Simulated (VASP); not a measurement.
# Ba: single point with LDA

Ba:

```
Ba
1.0
    -2.38070    2.38070    2.38070
     2.38070   -2.38070    2.38070
     2.38070    2.38070   -2.38070
Ba
1
Direct
  0.00000 0.00000 0.00000
```

```json
{
 "Program": "VASP 6.6.1",
 "Task": "single point",
 "Functional": "LDA",
 "Potentials or basis": "VASP PAW LDA potentials, release 64 (Ba_sv)",
 "Cutoff": "520 eV",
 "k mesh": "14 × 14 × 14",
 "Occupations": "fermi-dirac, width 0.05 eV",
 "Spin": "no spin polarisation",
 "Dipole correction": "no",
 "Further INCAR settings": "ALGO = Normal; EDIFF = 1e-06; NBANDS = 11"
}
```

| Property | Result |
| --- | --- |
| Pressure | 0.1 GPa |
| Band gap on the k mesh | zero (bands 5 and 6 overlap by 1.34 eV) |

Levels at points of the mesh, in eV from the Fermi level:
```
           k point  band 2  band 3  band 4  band 5  band 6  band 7  band 8  band 9
(0.00, 0.00, 0.00)  -13.41  -13.41  -13.41   -2.79    1.94    1.94    1.94    3.63
(0.50, 0.00, 0.00)  -14.17  -13.65  -13.41   -1.00    0.62    1.88    3.63    4.31
(0.50, 0.50, 0.50)  -13.92  -13.92  -13.92   -0.76   -0.76    5.20    5.20    5.20
```

Wall time 24 s on 1 thread of Intel(R) Xeon(R) Platinum 8259CL CPU @ 2.50GHz (Skylake/Cascade Lake) (shared host), peak memory 0.19 GiB.

Caveat: spin-orbit coupling is left out, which moves the levels of the heavy elements.
